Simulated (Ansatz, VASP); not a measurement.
One calculation of ZnSe, two programs

```xyz
2
Lattice="0.0000 2.8664 2.8664 2.8664 0.0000 2.8664 2.8664 2.8664 0.0000" Properties=species:S:1:pos:R:3 pbc="T T T"
Zn    0.0000    0.0000    0.0000
Se    1.4332    1.4332    1.4332
```

Alike in both runs: functional PBE; k mesh 8 × 8 × 8; occupations gaussian, width 0.02 eV; no spin polarisation.

Ansatz relaxed the structure, and its values are those at the end. VASP's run is a single point on that final structure, the one shown.

|  | VASP | Ansatz |
| --- | --- | --- |
| version | VASP 6.6.1 | Ansatz 0.2.0 |
| potentials or method | VASP PAW PBE potentials, release 64 (Zn, Se), cutoff 500 eV | scalar-relativistic, plane waves, PAW |
| valence electrons in the cell | 18 | 28 |

```csv
,VASP,Ansatz,Ansatz less VASP
gap on the k mesh at the Fermi level (eV),1.15,1.15,-0.001
least direct gap on the mesh (eV),1.15,1.15,-0.001
pressure (GPa),0.2,0.0,-0.20
```

VASP's potentials hold 18 valence electrons a cell and Ansatz's 28, so a difference there can come from the potentials and not from the codes.
